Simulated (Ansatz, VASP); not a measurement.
**RbBr: VASP beside Ansatz**

```
Rb Br
1.0
     0.00000    3.33306    3.33306
     3.33306    0.00000    3.33306
     3.33306    3.33306    0.00000
Rb Br
1 1
Cartesian
  0.0000 0.0000 0.0000
  3.3331 3.3331 3.3331
```

Alike in both runs: task single point; functional LDA; k mesh 4 × 4 × 4; no spin polarisation.

|  | VASP | Ansatz |
| --- | --- | --- |
| version | VASP 6.6.1 | Ansatz 0.2.0 |
| potentials or method | VASP PAW LDA potentials, release 64 (Rb_sv, Br), cutoff 500 eV | all-electron (LAPW or listed datasets) |
| occupations | gaussian, width 0.01 eV | fixed |

|  | VASP | Ansatz | Ansatz less VASP |
| --- | --- | --- | --- |
| gap on the k mesh at the Fermi level (eV) | 4.17 | 4.16 | -0.010 |

LDA's correlation is that of Perdew and Zunger in VASP and of Perdew and Wang (1992) in Ansatz. Ansatz ran all-electron here, and VASP with PAW potentials.
